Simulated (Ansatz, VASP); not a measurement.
**Na3OF: VASP beside Ansatz**

```
F O Na
1.0
     4.34682    0.00000    0.00000
     0.00000    4.34682    0.00000
     0.00000    0.00000    4.34682
F O Na
1 1 3
Cartesian
  0.0000 0.0000 0.0000
  2.1734 2.1734 2.1734
  2.1734 2.1734 0.0000
  2.1734 0.0000 2.1734
  0.0000 2.1734 2.1734
```

Alike in both runs: task single point; functional PBE; k mesh 6 × 6 × 6; no spin polarisation.

```csv
,VASP,Ansatz
version,VASP 6.6.1,Ansatz 0.2.0
potentials or method,"VASP PAW PBE potentials, release 64 (F, O, Na_pv)","plane waves, PAW"
plane-wave cutoff (eV),520,420
occupations,"gaussian, width 0.01 eV",fixed
valence electrons in the cell,34,40
```

Ansatz gave:

| Item | Value |
| --- | --- |
| gap on the k mesh at the Fermi level (eV) | 2.02 |
| pressure (GPa) | 1.6 |

Question: Estimate VASP's values.

Answer: gap on the k mesh at the Fermi level (eV): 1.99; pressure (GPa): 1.7.

VASP's potentials hold 34 valence electrons a cell and Ansatz's 40, so a difference there can come from the potentials and not from the codes.
